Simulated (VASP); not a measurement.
A run of VASP 6.6.1 is set up as follows.

The input INCAR:

```
PREC = Accurate ; ENCUT = 520
EDIFF = 1E-6 ; ISMEAR = -1
SIGMA = 0.05 ; LREAL = F
LASPH = T ; NELM = 100
ALGO = Normal ; ISIF = 2
LWAVE = F ; LCHARG = F
GGA = PS ; NBANDS = 16
```

The input KPOINTS:

```
regular mesh
0
Gamma
  12 12 10
```

The input POSCAR:

```
TiB2
1.0
    3.0174548626      0.0000000000      0.0000000000
   -1.5087274313      2.6131925658      0.0000000000
    0.0000000000      0.0000000000      3.1853999222
Ti B
1 2
Direct
    0.0000000000      0.0000000000      0.0000000000
    0.3333333333      0.6666666667      0.5000000000
    0.6666666667      0.3333333333      0.5000000000
```

Potentials or basis: VASP PAW PBE potentials, release 64 (Ti_sv, B).

Command:

```console
$ cat potpaw_PBE.64/Ti_sv/POTCAR potpaw_PBE.64/B/POTCAR > POTCAR
$ mpirun -np 1 vasp_std > vasp.out
```

Problem. What does it give for the band gap on the k mesh?

Solution. Zero (band 9 reaches 10.44 eV, above the bottom of band 10 at 9.89 eV).

Problem. What does it give for the pressure?

Solution. 0.4 GPa.

Stress tensor (GPa, compression positive):
```
0.45 0.00 0.00
0.00 0.45 0.00
0.00 0.00 0.31
```

Caveat: the PAW data sets were made with another functional, which shifts forces and pressure a little.
